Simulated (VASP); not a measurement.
# Ag12I (Silver) in VASP: single point with PBE+D3(BJ)

Aim: the single point of Ag12I (Silver) with PBE+D3(BJ).

Everything below comes from runs of VASP 6.6.1. Logs are shortened: lines on timing, memory, paths and dates and some standing lists are left out, and cuts for length are marked.

## Step 1: The cell of the first run

The cell holds a slab with vacuum, 13 atoms: a = 4.989 Å, b = 4.989 Å, c = 26.055 Å, α = 90.00°, β = 90.00°, γ = 120.00°.

## Step 2: Single point, PBE+D3(BJ)

Input file INCAR:

```
PREC = Accurate
ENCUT = 520
EDIFF = 1E-6
ISMEAR = 0
SIGMA = 0.1
LREAL = F
LASPH = T
NELM = 100
ALGO = Normal
ISIF = 2
LWAVE = F
LCHARG = T
LDIPOL = T
IDIPOL = 3
DIPOL = 0.5 0.5 0.479
GGA = PE
IVDW = 12
LELF = T
LVHAR = T
LVACPOTAV = T
NBANDS = 82
```

Input file KPOINTS:

```
regular mesh
0
Gamma
  6 6 1
```

Input file POSCAR:

```
Ag12I
1.0
    4.9888483875      0.0000000000      0.0000000000
   -2.4944241938      4.3204694392      0.0000000000
    0.0000000000      0.0000000000     26.0552970503
Ag I
12 1
Direct
    0.0000000000      0.3333333333      0.3262292494
    0.3333333333      0.0000000000      0.3262292494
    0.6666666667      0.6666666667      0.3262292494
    0.3333333333      0.3333333333      0.4164898087
    0.6666666667      0.0000000000      0.4164898087
    0.0000000000      0.6666666667      0.4164898087
    0.6666666667      0.3333333333      0.5067305914
    0.0000000000      0.0000000000      0.5067305914
    0.3333333333      0.6666666667      0.5056313943
   -0.0049828393      0.3283504940      0.5961176631
    0.3333333333      0.0049828393      0.5961176631
    0.6716495060      0.6666666667      0.5961176631
    0.3333333333      0.6666666667      0.6853955287
```

Potentials or basis: VASP PAW PBE potentials, release 64 (Ag, I).

On the command line:

```sh
$ cat potpaw_PBE.64/Ag/POTCAR potpaw_PBE.64/I/POTCAR > POTCAR
$ mpirun -np 1 vasp_std > vasp.out
```

OUTCAR:

```text
PREC = Accurate
   ENCUT = 520
   EDIFF = 1E-6
   ISMEAR = 0
   LREAL = F
   LASPH = T
   NELM = 100
   ISIF = 2
   GGA = PE
   IVDW = 12
 IVDW          = 12

 ion  position               nearest neighbor table
   1  0.000  0.333  0.326-   3 2.88   2 2.88   3 2.88   2 2.88   2 2.88   3 2.88   5 2.88   4 2.88
                             6 2.88
   2  0.333  0.000  0.326-   3 2.88   1 2.88   1 2.88   1 2.88   3 2.88   3 2.88   6 2.88   4 2.88
                             5 2.88
   3  0.667  0.667  0.326-   2 2.88   1 2.88   1 2.88   2 2.88   1 2.88   2 2.88   6 2.88   5 2.88
                             4 2.88
   4  0.333  0.333  0.416-   9 2.86   8 2.88   7 2.88   5 2.88   6 2.88   6 2.88   5 2.88   6 2.88
                             5 2.88   1 2.88   2 2.88   3 2.88
   5  0.667  0.000  0.416-   9 2.86   8 2.88   7 2.88   4 2.88   6 2.88   6 2.88   4 2.88   6 2.88
                             4 2.88   1 2.88   3 2.88   2 2.88
   6  0.000  0.667  0.416-   9 2.86   8 2.88   7 2.88   4 2.88   5 2.88   5 2.88   4 2.88   5 2.88
                             4 2.88   2 2.88   3 2.88   1 2.88
   7  0.667  0.333  0.507-  10 2.85  11 2.85  12 2.85   5 2.88   6 2.88   4 2.88   8 2.88   8 2.88
                             8 2.88   9 2.88   9 2.88   9 2.88
   8  0.000  0.000  0.507-  12 2.85  11 2.85  10 2.85   4 2.88   5 2.88   6 2.88   7 2.88   7 2.88
                             7 2.88   9 2.88   9 2.88   9 2.88
   9  0.333  0.667  0.506-   6 2.86   5 2.86   4 2.86   7 2.88   7 2.88   8 2.88   8 2.88   8 2.88
                             7 2.88  11 2.90  10 2.90  12 2.90
  10  0.995  0.328  0.596-   7 2.85   8 2.85  12 2.86  11 2.86  11 2.86  12 2.86  13 2.87   9 2.90
                            12 2.92  11 2.92
  11  0.333  0.005  0.596-   8 2.85   7 2.85  12 2.86  10 2.86  10 2.86  12 2.86  13 2.87   9 2.90
                            10 2.92  12 2.92
  12  0.672  0.667  0.596-   8 2.85   7 2.85  11 2.86  10 2.86  11 2.86  10 2.86  13 2.87   9 2.90
                            10 2.92  11 2.92
  13  0.333  0.667  0.685-  11 2.87  10 2.87  12 2.87

  LATTYP: Found a hexagonal cell.
 ALAT       =     4.9888483875
 C/A-ratio  =     5.2227077326

  Lattice vectors:

 A1 = (   4.9888483875,   0.0000000000,   0.0000000000)
 A2 = (  -2.4944241938,   4.3204694392,   0.0000000000)
 A3 = (   0.0000000000,   0.0000000000,  26.0552970503)

Analysis of symmetry for initial positions (statically):
=====================================================================
 Subroutine PRICEL returns:
 Original cell was already a primitive cell.

 Routine SETGRP: Setting up the symmetry group for a
 hexagonal supercell.

 Subroutine GETGRP returns: Found  6 space group operations
 (whereof  3 operations were pure point group operations)
 out of a pool of 24 trial point group operations.

The static configuration has the point symmetry C_3 .
 The point group associated with its full space group is C_3v.

Analysis of symmetry for dynamics (positions and initial velocities):
=====================================================================
 Subroutine PRICEL returns:
 Original cell was already a primitive cell.

 Routine SETGRP: Setting up the symmetry group for a
 hexagonal supercell.

 Subroutine GETGRP returns: Found  6 space group operations
 (whereof  3 operations were pure point group operations)
 out of a pool of 24 trial point group operations.

The dynamic configuration has the point symmetry C_3 .
 The point group associated with its full space group is C_3v.

 Subroutine INISYM returns: Found  6 space group operations
 (whereof  3 operations are pure point group operations),
 and found     1 'primitive' translations

----------------------------------------------------------------------------------------

                                     Primitive cell

  volume of cell :     561.6002

  direct lattice vectors                    reciprocal lattice vectors
     4.988848388  0.000000000  0.000000000     0.200447062  0.115728165  0.000000000
    -2.494424194  4.320469439  0.000000000     0.000000000  0.231456330  0.000000000
     0.000000000  0.000000000 26.055297050     0.000000000  0.000000000  0.038379912

  length of vectors
     4.988848388  4.988848388 26.055297050     0.231456330  0.231456330  0.038379912

  position of ions in fractional coordinates (direct lattice)
     0.000000000  0.333333333  0.326229249
[... 45 lines left out ...]
     0.038576055  0.038576055  0.038379912

  Shift w.r.t. Gamma in fractional coordinates (k-lattice)
     0.000000000  0.000000000  0.000000000

 Subroutine IBZKPT returns following result:
 ===========================================

 Found      7 irreducible k-points:

 Following reciprocal coordinates:
            Coordinates               Weight
  0.000000  0.000000  0.000000      1.000000
  0.166667  0.000000  0.000000      6.000000
  0.333333  0.000000  0.000000      6.000000
  0.500000  0.000000  0.000000      3.000000
  0.166667  0.166667  0.000000      6.000000
  0.333333  0.166667  0.000000     12.000000
  0.333333  0.333333  0.000000      2.000000
   k-points           NKPTS =      7   k-points in BZ     NKDIM =      7   number of bands    NBANDS=     82
   number of dos      NEDOS =    301   number of ions     NIONS =     13
   total plane-waves  NPLWV = 313600
   dimension x,y,z NGX =    40 NGY =   40 NGZ =  196
   dimension x,y,z NGXF=    80 NGYF=   80 NGZF=  392
   ions per type =              12   1
   NGX,Y,Z   is equivalent  to a cutoff of  13.33, 13.33, 12.51 a.u.
   NGXF,Y,Z  is equivalent  to a cutoff of  26.66, 26.66, 25.01 a.u.
 SYSTEM =  unknown system
   PREC   = accura    normal or accurate (medium, high low for compatibility)
   ISTART =      0    job   : 0-new  1-cont  2-samecut
   ICHARG =      2    charge: 1-file 2-atom 10-const
   ISPIN  =      1    spin polarized calculation?
   LNONCOLLINEAR =      F non collinear calculations
   LSORBIT =      F    spin-orbit coupling
   LASPH  =      T    aspherical Exc in radial PAW
   ENCUT  =  520.0 eV  38.22 Ry    6.18 a.u.   9.28  9.28 48.45*2*pi/ulx,y,z
   NELM   =    100;   NELMIN=  2; NELMDL= -5     # of ELM steps
   EDIFF  = 0.1E-05   stopping-criterion for ELM
   LREAL  =      F    real-space projection
   EDIFFG = 0.1E-04   stopping-criterion for IOM
   NSW    =      0    number of steps for IOM
   IBRION =     -1    ionic relax: 0-MD 1-quasi-New 2-CG
   NFREE  =      0    steps in history (QN), initial steepest desc. (CG)
   ISIF   =      2    stress and relaxation
   ISYM   =      2    0-nonsym 1-usesym 2-fastsym
   POTIM  = 0.5000    time-step for ionic-motion
   TEBEG  =    0.0;   TEEND  =   0.0 temperature during run
   PSTRESS=    0.0 pullay stress
   NELECT =     139.0000    total number of electrons
   NUPDOWN=      -1.0000    fix difference up-down
   EMIN   =  10.00;   EMAX   =-10.00  energy-range for DOS
   EFERMI =   0.00;   METHOD = LEGACY
   ISMEAR =     0;   SIGMA  =   0.10  broadening in eV -4-tet -1-fermi 0-gaus
   EFERMI_NEDOS =   21; number of points for ismear=-14 and -15
   IALGO  =     38    algorithm
   IMIX   =      4    mixing-type and parameters
     AMIX     =   0.40;   BMIX     =  1.00
     AMIX_MAG =   1.60;   BMIX_MAG =  1.00
  volume/ion in A,a.u.               =      43.20       291.53
  Fermi-wavevector in a.u.,A,eV,Ry     =   1.027868  1.942389 14.374727  1.056513
  Thomas-Fermi vector in A             =   2.161835
   LORBIT       =      0    0 simple, 1 ext, 2 COOP (PROOUT), +10 PAW based schemes
   GGA     = PE    functional components
   LHFCALC =     F    Hartree Fock is set to
   AEXX    =    0.0000 exact exchange contribution
   IVDW    =    12    specifies the selected vdW correction
   LEPSILON=     F    determine dielectric tensor
   LRPA    =     F    only Hartree local field effects (RPA)
 non-spin polarized calculation
 Gauss-broadening in eV      SIGMA  =   0.10
  energy-cutoff  :      520.00
  volume of cell :      561.60
 maximum number of plane-waves:     15138
 NGX is ok and might be reduce to    40
   NGX = 19   NGY = 19   NGZ = 97

 dipolmoment           0.000000      0.000000     -0.086680 electrons x Angstroem

 number of electron     139.0000008 magnetization

 dipolmoment           0.000000      0.000000      0.072201 electrons x Angstroem

 Free energy of the ion-electron system (eV)
  ---------------------------------------------------
  ext. energy  EPLUGINS =         0.00000000
  ---------------------------------------------------
  free energy    TOTEN  =       -33.16674018 eV

  energy without entropy =      -33.15479133  energy(sigma->0) =      -33.16076575

 E-fermi :   0.6966     XC(G=0):  -5.6225

 val. band max:        0.6962346720   @ k =   0.3333   0.3333   0.0000
 cond. band min:       0.8115644932   @ k =   0.1667   0.0000   0.0000
 fundamental gap:      0.1153298211
 Fermi energy:         0.6965612302

 k-point     1 :       0.0000    0.0000    0.0000
  band No.  band energies     occupation
      1     -12.0289      2.00000
      2      -6.6724      2.00000
      3      -5.8211      2.00000
      4      -5.5774      2.00000
      5      -5.3859      2.00000
      6      -4.8765      2.00000
[... 577 lines left out ...]
     80       6.7319      0.00000
     81       6.7319      0.00000
 [bands above 81 left out]

------------------------ aborting loop because EDIFF is reached ----------------------------------------

 Edisp (eV)   -5.96935

 E8    (eV) :    -2.6897

  FORCE on cell =-STRESS in cart. coord.  units (eV):
  Direction    XX          YY          ZZ          XY          YZ          ZX
  --------------------------------------------------------------------------------------
  -------------------------------------------------------------------------------------
  Total      -0.34584    -0.34584    -0.18147     0.00000     0.00000     0.00000
  in kB      -0.98665    -0.98665    -0.51770     0.00000     0.00000     0.00000
  external pressure =       -0.83 kB  Pullay stress =        0.00 kB

 VOLUME and BASIS-vectors are now :
 -----------------------------------------------------------------------------
  energy-cutoff  :      520.00
  volume of cell :      561.60
      direct lattice vectors                 reciprocal lattice vectors
     4.988848388  0.000000000  0.000000000     0.200447062  0.115728165  0.000000000
    -2.494424194  4.320469439  0.000000000     0.000000000  0.231456330  0.000000000
     0.000000000  0.000000000 26.055297050     0.000000000  0.000000000  0.038379912

 POSITION                                       TOTAL-FORCE (eV/Angst)
 -----------------------------------------------------------------------------------
     -0.83147      1.44016      8.50000         0.014188      0.024574     -0.004007
      1.66295      0.00000      8.50000         0.014188     -0.024574     -0.004007
      1.66295      2.88031      8.50000        -0.028376      0.000000     -0.004007
      0.83147      1.44016     10.85177         0.030537     -0.052892      0.009112
      3.32590      0.00000     10.85177         0.030537      0.052892      0.009112
     -1.66295      2.88031     10.85177        -0.061075      0.000000      0.009112
      2.49442      1.44016     13.20302         0.000000      0.000000     -0.006840
      0.00000      0.00000     13.20302         0.000000      0.000000     -0.006840
     -0.00000      2.88031     13.17438         0.000000      0.000000      0.003952
      4.14494      1.41863     15.53202         0.000866      0.001501      0.002898
      1.65052      0.02153     15.53202         0.000866     -0.001501      0.002898
      1.68781      2.88031     15.53202        -0.001733      0.000000      0.002898
     -0.00000      2.88031     17.85818         0.000000      0.000000     -0.014283
 -----------------------------------------------------------------------------------
    total drift:                                0.000000     -0.000000     -0.000948

  FREE ENERGIE OF THE ION-ELECTRON SYSTEM (eV)
  ---------------------------------------------------
  free  energy   TOTEN  =       -39.1360923345 eV

  energy  without entropy=      -39.1241434874  energy(sigma->0) =      -39.13011791

 vacuum level on the upper side and lower side of the slab         5.682         5.076
```

Wall time 15 min (1 thread of AMD EPYC 7R13 (Zen 3), shared host); peak memory 0.77 GiB.

What came out:

- Free energy: -39.1361 eV
- Largest force: 0.062 eV/Å
- Dispersion energy per atom: -0.459 eV

Forces in eV/Å, atoms in the order of the input:
```
Ag   0.014  0.025 -0.004
Ag   0.014 -0.025 -0.004
Ag  -0.028  0.000 -0.004
Ag   0.031 -0.053  0.009
Ag   0.031  0.053  0.009
Ag  -0.061  0.000  0.009
Ag   0.000  0.000 -0.007
Ag   0.000  0.000 -0.007
Ag   0.000  0.000  0.004
Ag   0.001  0.002  0.003
Ag   0.001 -0.002  0.003
Ag  -0.002  0.000  0.003
I    0.000  0.000 -0.014
```

Levels at points of the mesh, in eV from the Fermi level:
```
           k point  band 66  band 67  band 68  band 69  band 70  band 71  band 72  band 73
(0.00, 0.00, 0.00)    -1.58    -1.58    -0.30     1.61     3.49     3.49     3.67     3.67
(0.50, 0.00, 0.00)    -1.98    -1.85    -1.56    -0.40    -0.20     0.30     1.02     1.45
```

Caveat: spin-orbit coupling is left out, which moves the levels of the heavy elements; an odd number of electrons without spin polarisation forces a metal; a magnetic or distorted state may lie lower.
